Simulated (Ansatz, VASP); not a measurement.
# MoS in VASP and in Ansatz

```
Mo S
1.0
     0.00000    2.44782    2.44782
     2.44782    0.00000    2.44782
     2.44782    2.44782    0.00000
Mo S
1 1
Direct
  0.00000 0.00000 0.00000
  0.50000 0.50000 0.50000
```

Alike in both runs: functional PBEsol; k mesh 14 × 14 × 14; occupations gaussian, width 0.1 eV; no spin polarisation.

Ansatz relaxed the structure, and its values are those at the end. VASP's run is a single point on that final structure, the one shown.

|  | VASP | Ansatz |
| --- | --- | --- |
| version | VASP 6.6.1 | Ansatz 0.2.0 |
| potentials or method | VASP PAW PBE potentials, release 64 (Mo_sv, S), cutoff 520 eV | scalar-relativistic, plane waves, PAW |
| valence electrons in the cell | 20 | 20 |

|  | VASP | Ansatz | Ansatz less VASP |
| --- | --- | --- | --- |
| gap on the k mesh at the Fermi level (eV) | none | none | - |
| pressure (GPa) | 0.3 | 0.0 | -0.32 |

VASP's potentials were made for PBE, not for PBEsol. A gap of «none» marks a metal or a gap that the smearing closes. The functional is the same, so the differences come from potentials, cutoffs and numerics.
